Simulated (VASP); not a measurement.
A run of VASP 6.6.1 is set up as follows.

The input INCAR:

```
SYSTEM = AlSi4NO8
  PREC = Accurate
  ENCUT = 520
  EDIFF = 1E-6
  ISMEAR = -1
  SIGMA = 0.1379
  LREAL = .False.
  LASPH = .True.
  NELM = 60
  ALGO = Normal
  ISIF = 2
  LWAVE = .False.
  LCHARG = .False.
  GGA = PE
  ISYM = 0
  NBANDS = 49
```

The input KPOINTS:

```
Automatic mesh
0
Gamma
  1 1 1
  0.25 0.25 0.25
```

POSCAR

```
AlSi4NO8
1.0
    5.7572110000     -0.1084800000      0.0355500000
   -0.1084800000      5.9047110000     -0.0767980000
    0.0355500000     -0.0767980000      5.9747940000
Si O Al N
4 8 1 1
Direct
    0.1749751278      0.4350185339      0.3887786236
    0.5807866216      0.3808416695      0.0454733526
    0.0898652752      0.1572321091     -0.0147063813
    0.3358013143      0.7506067003      0.7597973012
    0.1335706759      0.8872022063     -0.1002776133
    0.5500735644      0.6177613569      0.8997799291
    0.9336596734      0.5626670202      0.2969444805
    0.3548073982      0.2439220191     -0.0824302361
    0.1191479121      0.1733081116      0.2793190875
    0.8284966919      0.2894337550     -0.0576791641
    0.5481976742      0.8845938432      0.5783420501
    0.1563152562      0.5421510118      0.6405240258
    0.6893689258      0.6809175606      0.3828572234
    0.4799011244      0.4586852711      0.3216918653
```

Potentials or basis: VASP PAW PBE potentials, release 64 (Si, O, Al, N).

Command:

```console
$ cat potpaw_PBE.64/Si/POTCAR potpaw_PBE.64/O/POTCAR potpaw_PBE.64/Al/POTCAR potpaw_PBE.64/N/POTCAR > POTCAR
$ mpirun -np 1 vasp_std > vasp.out
```

Q: Estimate the pressure.

A: -8.1 GPa.

Q: What does it give for the largest force?

A: 3.805 eV/Å.

Stress tensor (GPa, compression positive):
```
-17.77   7.44   3.19
  7.44  -2.38  -2.25
  3.19  -2.25  -4.20
```

Caveat: the k points lie up to 1.09 Å⁻¹ apart.
